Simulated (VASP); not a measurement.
# GaN (Cmc2_1) in VASP: notebook

Runs on GaN. Level: PBE. Tasks: single point.

Program: VASP 6.6.1. These are calculated values, not measurements. Logs are shortened: lines on timing, memory, paths and dates and some standing lists are left out, and cuts for length are marked.

### 1 The cell of the first run

The structure is orthorhombic, space group Cmc2_1 (No. 36). The conventional cell has a = 3.180 Å, b = 5.398 Å, c = 5.166 Å, α = 90.00°, β = 90.00°, γ = 90.00°. Ga (site symmetry m) has 4 N at 1.91 to 1.94 Å within 2.5 Å. Within 2.5 Å of N (site symmetry m) lie 4 Ga at 1.91 to 1.94 Å.

### 2 Single point, PBE (strain -0.0200 x Voigt [0, 1, 0, 0, 0, 0])

Contents of INCAR:

```
SYSTEM = GaN
  ALGO = Normal
  EDIFF = 1E-6
  ENCUT = 520
  GGA = PE
  ISIF = 2
  ISMEAR = 0
  LASPH = .TRUE.
  LCHARG = .FALSE.
  LREAL = .FALSE.
  LWAVE = .FALSE.
  NBANDS = 26
  NELM = 100
  PREC = Accurate
  SIGMA = 0.05
```

Contents of KPOINTS:

```
k-points
0
G
  12 12 6
  0 0 0
```

Contents of POSCAR:

```
GaN
1.0
    3.1799996605      0.0000000000      0.0000000000
   -1.5899998303      2.6988812802      0.0000000000
    0.0000000000      0.0000000000      5.1660000000
Ga N
2 2
Direct
    0.3333333333      0.6666666667      0.0000000000
    0.6666666667      0.3333333333      0.5000000000
    0.3333333333      0.6666666667      0.3750000000
    0.6666666667      0.3333333333      0.8750000000
```

Potentials or basis: VASP PAW PBE potentials, release 64 (Ga_d, N).

Launch:

```console
$ cat potpaw_PBE.64/Ga_d/POTCAR potpaw_PBE.64/N/POTCAR > POTCAR
$ mpirun -np 1 vasp_std > vasp.out
```

OUTCAR:

```text
SYSTEM = GaN
   EDIFF = 1E-6
   ENCUT = 520
   GGA = PE
   ISIF = 2
   ISMEAR = 0
   LASPH = .TRUE.
   LREAL = .FALSE.
   NELM = 100
   PREC = Accurate

 ion  position               nearest neighbor table
   1  0.333  0.667  0.000-   4 1.91   3 1.94   4 1.94   4 1.94
   2  0.667  0.333  0.500-   3 1.91   4 1.94   3 1.94   3 1.94
   3  0.333  0.667  0.375-   2 1.91   1 1.94   2 1.94   2 1.94
   4  0.667  0.333  0.875-   1 1.91   2 1.94   1 1.94   1 1.94

  Warning from LATTYP: Monoclinic adjustment (A1->A3, A2->A1, A3->A2)!
  LATTYP: Found a base centered orthorhombic cell.
 ALAT       =     3.1799996605
 B/A-ratio  =     1.6974097914
 C/A-ratio  =     1.6245284753

  Lattice vectors:

 A1 = (   1.5899998303,  -2.6988812802,   0.0000000000)
 A2 = (   1.5899998302,   2.6988812802,   0.0000000000)
 A3 = (   0.0000000000,   0.0000000000,   5.1660000000)

Analysis of symmetry for initial positions (statically):
=====================================================================
 Subroutine PRICEL returns:
 Original cell was already a primitive cell.

 Routine SETGRP: Setting up the symmetry group for a
 base centered orthorhombic supercell.

 Subroutine GETGRP returns: Found  4 space group operations
 (whereof  2 operations were pure point group operations)
 out of a pool of  8 trial point group operations.

The static configuration has the point symmetry C_1h.
 The point group associated with its full space group is C_2v.

Analysis of symmetry for dynamics (positions and initial velocities):
=====================================================================
 Subroutine PRICEL returns:
 Original cell was already a primitive cell.

 Routine SETGRP: Setting up the symmetry group for a
 base centered orthorhombic supercell.

 Subroutine GETGRP returns: Found  4 space group operations
 (whereof  2 operations were pure point group operations)
 out of a pool of  8 trial point group operations.

The dynamic configuration has the point symmetry C_1h.
 The point group associated with its full space group is C_2v.

 Subroutine INISYM returns: Found  4 space group operations
 (whereof  2 operations are pure point group operations),
 and found     1 'primitive' translations

----------------------------------------------------------------------------------------

                                     Primitive cell

  volume of cell :      44.3369

  direct lattice vectors                    reciprocal lattice vectors
     3.179999661  0.000000000  0.000000000     0.314465442  0.185261947  0.000000000
    -1.589999830  2.698881280  0.000000000     0.000000000  0.370523893  0.000000000
     0.000000000  0.000000000  5.166000000     0.000000000  0.000000000  0.193573364

  length of vectors
     3.179999661  3.132420729  5.166000000     0.364980141  0.370523893  0.193573364

  position of ions in fractional coordinates (direct lattice)
     0.333333333  0.666666667  0.000000000
     0.666666667  0.333333333  0.500000000
     0.333333333  0.666666667  0.375000000
     0.666666667  0.333333333  0.875000000

  ion indices of the primitive-cell ions
   primitive index   ion index
                 1           1
                 2           2
                 3           3
                 4           4

----------------------------------------------------------------------------------------

 KPOINTS: k-points

Automatic generation of k-mesh.
 Grid dimensions read from file:
 generate k-points for:   12   12    6

 Generating k-lattice:

  Cartesian coordinates                     Fractional coordinates (reciprocal lattice)
     0.026205454  0.015438496  0.000000000     0.083333333  0.000000000  0.000000000
     0.000000000  0.030876991  0.000000000     0.000000000  0.083333333  0.000000000
     0.000000000  0.000000000  0.032262227     0.000000000  0.000000000  0.166666667

  Length of vectors
     0.030415012  0.030876991  0.032262227

  Shift w.r.t. Gamma in fractional coordinates (k-lattice)
     0.000000000  0.000000000  0.000000000

 Subroutine IBZKPT returns following result:
 ===========================================

 Found    172 irreducible k-points:

 Following reciprocal coordinates:
            Coordinates               Weight
  0.000000  0.000000  0.000000      1.000000
  0.083333  0.000000  0.000000      4.000000
  0.166667  0.000000  0.000000      4.000000
  0.250000 -0.000000  0.000000      4.000000
  0.333333  0.000000  0.000000      4.000000
  0.416667  0.000000  0.000000      4.000000
[... 16 lines left out ...]
  0.333333  0.166667  0.000000      4.000000
  0.416667  0.166667  0.000000      4.000000
 [... further k-points ...]
   k-points           NKPTS =    172   k-points in BZ     NKDIM =    172   number of bands    NBANDS=     26
   number of dos      NEDOS =    301   number of ions     NIONS =      4
   total plane-waves  NPLWV =  23040
   dimension x,y,z NGX =    24 NGY =   24 NGZ =   40
   dimension x,y,z NGXF=    48 NGYF=   48 NGZF=   80
   ions per type =               2   2
   NGX,Y,Z   is equivalent  to a cutoff of  12.55, 12.74, 12.87 a.u.
   NGXF,Y,Z  is equivalent  to a cutoff of  25.09, 25.47, 25.74 a.u.
 SYSTEM =  GaN
   PREC   = accura    normal or accurate (medium, high low for compatibility)
   ISTART =      0    job   : 0-new  1-cont  2-samecut
   ICHARG =      2    charge: 1-file 2-atom 10-const
   ISPIN  =      1    spin polarized calculation?
   LNONCOLLINEAR =      F non collinear calculations
   LSORBIT =      F    spin-orbit coupling
   LASPH  =      T    aspherical Exc in radial PAW
   ENCUT  =  520.0 eV  38.22 Ry    6.18 a.u.   5.91  5.82  9.61*2*pi/ulx,y,z
   NELM   =    100;   NELMIN=  2; NELMDL= -5     # of ELM steps
   EDIFF  = 0.1E-05   stopping-criterion for ELM
   LREAL  =      F    real-space projection
   EDIFFG = 0.1E-04   stopping-criterion for IOM
   NSW    =      0    number of steps for IOM
   IBRION =     -1    ionic relax: 0-MD 1-quasi-New 2-CG
   NFREE  =      0    steps in history (QN), initial steepest desc. (CG)
   ISIF   =      2    stress and relaxation
   ISYM   =      2    0-nonsym 1-usesym 2-fastsym
   POTIM  = 0.5000    time-step for ionic-motion
   TEBEG  =    0.0;   TEEND  =   0.0 temperature during run
   PSTRESS=    0.0 pullay stress
   NELECT =      36.0000    total number of electrons
   NUPDOWN=      -1.0000    fix difference up-down
   EMIN   =  10.00;   EMAX   =-10.00  energy-range for DOS
   EFERMI =   0.00;   METHOD = LEGACY
   ISMEAR =     0;   SIGMA  =   0.05  broadening in eV -4-tet -1-fermi 0-gaus
   EFERMI_NEDOS =   21; number of points for ismear=-14 and -15
   IALGO  =     38    algorithm
   IMIX   =      4    mixing-type and parameters
     AMIX     =   0.40;   BMIX     =  1.00
     AMIX_MAG =   1.60;   BMIX_MAG =  1.00
  volume/ion in A,a.u.               =      11.08        74.80
  Fermi-wavevector in a.u.,A,eV,Ry     =   1.527287  2.886153 31.737015  2.332605
  Thomas-Fermi vector in A             =   2.635204
   LORBIT       =      0    0 simple, 1 ext, 2 COOP (PROOUT), +10 PAW based schemes
   GGA     = PE    functional components
   LHFCALC =     F    Hartree Fock is set to
   AEXX    =    0.0000 exact exchange contribution
   IVDW    =     0    specifies the selected vdW correction
   LEPSILON=     F    determine dielectric tensor
   LRPA    =     F    only Hartree local field effects (RPA)
 non-spin polarized calculation
 Gauss-broadening in eV      SIGMA  =   0.05
  energy-cutoff  :      520.00
  volume of cell :       44.34
 maximum number of plane-waves:      1208
   NGX = 11   NGY = 11   NGZ = 19

 number of electron      36.0000016 magnetization

 Free energy of the ion-electron system (eV)
  ---------------------------------------------------
  ext. energy  EPLUGINS =         0.00000000
  ---------------------------------------------------
  free energy    TOTEN  =       -24.22251099 eV

  energy without entropy =      -24.22251099  energy(sigma->0) =      -24.22251099

 E-fermi :   5.9801     XC(G=0): -11.8322

 val. band max:        5.7107329098   @ k =   0.0000   0.0000   0.0000
 cond. band min:       7.7450168231   @ k =   0.0000   0.0000   0.0000
 fundamental gap:      2.0342839133
 Fermi energy:         5.9801297025

 k-point     1 :       0.0000    0.0000    0.0000
  band No.  band energies     occupation
      1     -10.5914      2.00000
      2      -9.5753      2.00000
      3      -7.8208      2.00000
      4      -7.8040      2.00000
      5      -7.7953      2.00000
      6      -7.7387      2.00000
[... 18 lines left out ...]
     25      17.4626      0.00000
     26      17.8222      0.00000

 k-point     2 :       0.0833    0.0000    0.0000
  band No.  band energies     occupation
      1     -10.5193      2.00000
      2      -9.5551      2.00000
      3      -7.8141      2.00000
      4      -7.7881      2.00000
      5      -7.7796      2.00000
      6      -7.7286      2.00000
[... 18 lines left out ...]
     25      17.1627      0.00000
     26      17.8975      0.00000

 k-point     3 :       0.1667    0.0000    0.0000
  band No.  band energies     occupation
      1     -10.3212      2.00000
      2      -9.5052      2.00000
      3      -7.7896      2.00000
      4      -7.7608      2.00000
      5      -7.7230      2.00000
      6      -7.6882      2.00000
[... 18 lines left out ...]
     25      17.1579      0.00000
     26      18.2257      0.00000

 k-point     4 :       0.2500   -0.0000    0.0000
  band No.  band energies     occupation
      1     -10.0544      2.00000
      2      -9.4492      2.00000
      3      -7.7637      2.00000
      4      -7.7345      2.00000
      5      -7.6679      2.00000
      6      -7.6218      2.00000
[... 18 lines left out ...]
     25      17.2542      0.00000
     26      18.4995      0.00000

 k-point     5 :       0.3333    0.0000    0.0000
  band No.  band energies     occupation
      1      -9.8054      2.00000
      2      -9.4074      2.00000
      3      -7.7500      2.00000
      4      -7.7206      2.00000
      5      -7.6340      2.00000
      6      -7.5691      2.00000
[... 18 lines left out ...]
     25      17.4300      0.00000
     26      18.9604      0.00000

 k-point     6 :       0.4167    0.0000    0.0000
  band No.  band energies     occupation
      1      -9.6440      2.00000
      2      -9.3862      2.00000
      3      -7.7500      2.00000
      4      -7.7174      2.00000
      5      -7.6196      2.00000
      6      -7.5688      2.00000
[... 427 lines left out ...]
 k-point    21 :       0.1667    0.1667    0.0000
  band No.  band energies     occupation
      1      -9.9124      2.00000
      2      -9.4240      2.00000
      3      -7.7476      2.00000
      4      -7.7213      2.00000
      5      -7.6502      2.00000
      6      -7.6249      2.00000
[... 18 lines left out ...]
     25      16.8642      0.00000
     26      19.1533      0.00000

 k-point    22 :       0.2500    0.1667    0.0000
  band No.  band energies     occupation
      1      -9.7081      2.00000
      2      -9.3958      2.00000
      3      -7.7588      2.00000
      4      -7.6950      2.00000
      5      -7.6081      2.00000
      6      -7.5833      2.00000
[... 18 lines left out ...]
     25      16.5836      0.00000
     26      19.6282      0.00000

 k-point    23 :       0.3333    0.1667    0.0000
  band No.  band energies     occupation
      1      -9.5747      2.00000
      2      -9.3854      2.00000
      3      -7.7709      2.00000
      4      -7.6840      2.00000
      5      -7.5803      2.00000
      6      -7.5682      2.00000
[... 18 lines left out ...]
     25      17.4461      0.00000
     26      19.4274      0.00000

 k-point    24 :       0.4167    0.1667    0.0000
  band No.  band energies     occupation
      1      -9.5302      2.00000
      2      -9.3855      2.00000
      3      -7.7759      2.00000
      4      -7.6822      2.00000
      5      -7.5742      2.00000
      6      -7.5657      2.00000
[... 18 lines left out ...]
     25      18.4231      0.00000
     26      19.0726      0.00000

 [... further k-points ...]

------------------------ aborting loop because EDIFF is reached ----------------------------------------

  FORCE on cell =-STRESS in cart. coord.  units (eV):
  Direction    XX          YY          ZZ          XY          YZ          ZX
  --------------------------------------------------------------------------------------
  -------------------------------------------------------------------------------------
  Total        2.4854771      4.3333419      2.8538811     -0.0000000      0.0000000      0.0000000
  in kB       89.8162865    156.5915367    103.1290946     -0.0000000      0.0000000      0.0000000
  external PRESSURE =     116.5123060 kB  Pullay stress =       0.0000000 kB

 VOLUME and BASIS-vectors are now :
 -----------------------------------------------------------------------------
  energy-cutoff  :      520.00
  volume of cell :       44.34
      direct lattice vectors                 reciprocal lattice vectors
     3.179999661  0.000000000  0.000000000     0.314465442  0.185261947  0.000000000
    -1.589999830  2.698881280  0.000000000     0.000000000  0.370523893  0.000000000
     0.000000000  0.000000000  5.166000000     0.000000000  0.000000000  0.193573364

 POSITION                                       TOTAL-FORCE (eV/Angst)
 -----------------------------------------------------------------------------------
     -0.00000      1.79925      0.00000         0.000000     -0.200124     -0.008477
      1.59000      0.89963      2.58300        -0.000000      0.200124     -0.008477
     -0.00000      1.79925      1.93725         0.000000     -0.227602      0.008477
      1.59000      0.89963      4.52025        -0.000000      0.227602      0.008477
 -----------------------------------------------------------------------------------
    total drift:                               -0.000001     -0.000001     -0.000486

  FREE ENERGIE OF THE ION-ELECTRON SYSTEM (eV)
  ---------------------------------------------------
  free  energy   TOTEN  =       -24.2225109916 eV

  energy  without entropy=      -24.2225109916  energy(sigma->0) =      -24.22251099
```

It took 2.5 min on 1 thread of Intel Xeon 8259CL, shared host; peak memory 0.28 GiB.

What came out:

```
Free energy            : -24.2225 eV
Pressure               : 11.7 GPa
Largest force          : 0.228 eV/Å
Band gap on the k mesh : 2.03 eV
```

Forces on the atoms (eV/Å):
```
Ga   0.000 -0.200 -0.008
Ga   0.000  0.200 -0.008
N    0.000 -0.228  0.008
N    0.000  0.228  0.008
```

Caveat: the cell differs from its parent crystal (strain -0.0200 x Voigt [0, 1, 0, 0, 0, 0]); the stress differs along the axes, from 9 to 16 GPa.

### 3 Single point, PBE (strain -0.0100 x Voigt [0, 1, 0, 0, 0, 0])

Contents of INCAR:

```
PREC = Accurate
ENCUT = 520
EDIFF = 1E-6
ISMEAR = 0
SIGMA = 0.05
LREAL = F
LASPH = T
NELM = 100
ALGO = Normal
ISIF = 2
LWAVE = F
LCHARG = F
GGA = PE
NBANDS = 26
```

Contents of KPOINTS:

```
Automatic mesh
0
Gamma
  12 12 6
```

Changes to POSCAR since step 2:

```diff
@@ -3,3 +3,3 @@
     3.1799996605      0.0000000000      0.0000000000
-   -1.5899998303      2.6988812802      0.0000000000
+   -1.5899998303      2.7264208851      0.0000000000
     0.0000000000      0.0000000000      5.1660000000
```

Potentials or basis: VASP PAW PBE potentials, release 64 (Ga_d, N).

Launch:

```console
$ cat potpaw_PBE.64/Ga_d/POTCAR potpaw_PBE.64/N/POTCAR > POTCAR
$ mpirun -np 1 vasp_std > vasp.out
```

It took 2.5 min on 1 thread of Intel Xeon 8259CL, shared host; peak memory 0.28 GiB.

The run converged. Its results:

- Free energy: -24.2601 eV
- Pressure: 9.4 GPa
- Largest force: 0.129 eV/Å
- Band gap on the k mesh: 2.01 eV

Forces on the atoms (eV/Å):
```
Ga   0.000 -0.091 -0.075
Ga   0.000  0.091 -0.075
N    0.000 -0.105  0.075
N    0.000  0.105  0.075
```

Stress tensor (GPa, compression positive):
```
 7.76  0.00  0.00
 0.00 10.98  0.00
 0.00  0.00  9.54
```

Levels at points of the mesh, in eV from the valence-band top:
```csv
k point,band 14,band 15,band 16,band 17,band 18,band 19,band 20,band 21,band 22,band 23
"(0.00, 0.00, 0.00)",-1.10,-1.06,-0.10,-0.04,0.00,2.01,4.39,9.25,9.92,10.08
"(0.50, 0.00, 0.00)",-5.38,-4.36,-2.79,-2.31,-1.01,5.17,5.68,6.03,8.69,10.45
"(0.00, 0.50, 0.00)",-5.38,-4.30,-2.89,-2.32,-1.09,4.99,5.57,6.07,8.76,10.32
"(0.00, 0.00, 0.50)",-3.94,-0.58,-0.58,-0.54,-0.54,4.35,4.35,8.54,8.54,10.44
"(0.50, 0.00, 0.50)",-6.73,-2.00,-2.00,-1.97,-1.97,4.44,4.44,7.88,7.88,10.05
"(0.00, 0.50, 0.50)",-6.71,-2.06,-2.06,-1.98,-1.98,4.38,4.38,7.84,7.84,10.07
```

Caveat: the cell differs from its parent crystal (strain -0.0100 x Voigt [0, 1, 0, 0, 0, 0]); the cell stands under pressure.

(Continued in part 2 of 2.)
